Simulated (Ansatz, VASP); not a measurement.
# Sr in VASP and in Ansatz

The input INCAR:

```
ALGO     = Fast           # electronic algorithm
EDIFF    = 1E-6           # SCF threshold, eV
ENCUT    = 520            # plane-wave cutoff, eV
GGA      = PE             # functional
ISIF     = 2              # what is computed and relaxed
ISMEAR   = 0              # smearing method
LASPH    = True           # aspherical terms in the spheres
LCHARG   = False          # write CHGCAR
LREAL    = False          # projectors in reciprocal space
LWAVE    = False          # write WAVECAR
NBANDS   = 17             # bands
NELM     = 60             # most SCF steps
PREC     = Accurate       # precision mode
SIGMA    = 0.15           # smearing width, eV
```

KPOINTS

```
k-points
0
Gamma
  12 12 6
```

File POSCAR:

```
Sr
1.0
    3.8729890989      0.0000000000      0.0000000000
   -1.9364945495      4.1672237842      0.0000000000
    0.0000000000      0.0000000000      6.7678499241
Sr
2
Direct
    0.3333333333      0.6666666667      0.2500000000
    0.6666666667      0.3333333333      0.7500000000
```

Input for Ansatz:

```yaml
crystal:
  lattice:
    - [3.8729890989, 0.0, 0.0]
    - [-1.9364945495, 4.1672237842, 0.0]
    - [0.0, 0.0, 6.7678499241]
  atoms:
    - { symbol: Sr, position: [0.3333333333, 0.6666666667, 0.25] }
    - { symbol: Sr, position: [0.6666666667, 0.3333333333, 0.75] }
basis:
  ecutwfc: 420
kpoints:
  mp_grid: { grid: [12, 12, 6] }
hamiltonian:
  xc: pbe
scf:
  occupations: { method: gaussian, width: 0.15 }
output:
  forces: true
  stress: true
  eigenvalues: true
```

Change from the starting cell: strain +e along x and -e along y -0.1100, strain +e along z and -e/2 along x and y -0.0350.

Alike in both runs: task single point; functional PBE; k mesh 12 × 12 × 6; occupations gaussian, width 0.15 eV; no spin polarisation.

|  | VASP | Ansatz |
| --- | --- | --- |
| version | VASP 6.6.1 | Ansatz 0.2.0 |
| potentials or method | VASP PAW PBE potentials, release 64 (Sr_sv), cutoff 520 eV | scalar-relativistic, plane waves, PAW |
| valence electrons in the cell | 20 | 20 |

```csv
,VASP,Ansatz,Ansatz less VASP
gap on the k mesh at the Fermi level (eV),none,none,-
pressure (GPa),0.5,0.4,0.00
"traceless stress, the component that is largest in VASP (GPa)",-2.48,-2.48,+0.006
rms of the force components (eV/Å),0.124,0.124,0.0000
```

Atom by atom the forces differ by 0.000 eV/Å (rms over components). A gap of «none» marks a metal or a gap that the smearing closes. With one functional, cell and mesh, what is left measures potentials, basis and numerics.
